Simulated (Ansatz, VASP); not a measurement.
## One calculation of KF, two programs

```
CELL_PARAMETERS angstrom
4.48472 0.00000 0.00000
-2.24236 3.88388 0.00000
0.00000 0.00000 5.33021
ATOMIC_POSITIONS crystal
K 0.33333 0.66667 0.25000
K 0.66667 0.33333 0.75000
F 0.66667 0.33333 0.25000
F 0.33333 0.66667 0.75000
```

Change from the starting cell: uniaxial_z strain +1.1%.

Alike in both runs: task single point; functional PBE; k mesh 6 × 6 × 6; occupations fermi-dirac, width 0.02 eV; no spin polarisation.

|  | VASP | Ansatz |
| --- | --- | --- |
| version | VASP 6.6.1 | Ansatz 0.2.0 |
| potentials or method | VASP PAW PBE potentials, release 64 (K_sv, F) | plane waves, PAW |
| plane-wave cutoff (eV) | 520 | 420 |
| valence electrons in the cell | 32 | 32 |

```csv
,VASP,Ansatz,Ansatz less VASP
gap on the k mesh at the Fermi level (eV),5.35,5.36,+0.015
pressure (GPa),0.9,0.9,-0.01
"traceless stress, the component that is largest in VASP (GPa)",-0.09,-0.10,-0.006
```
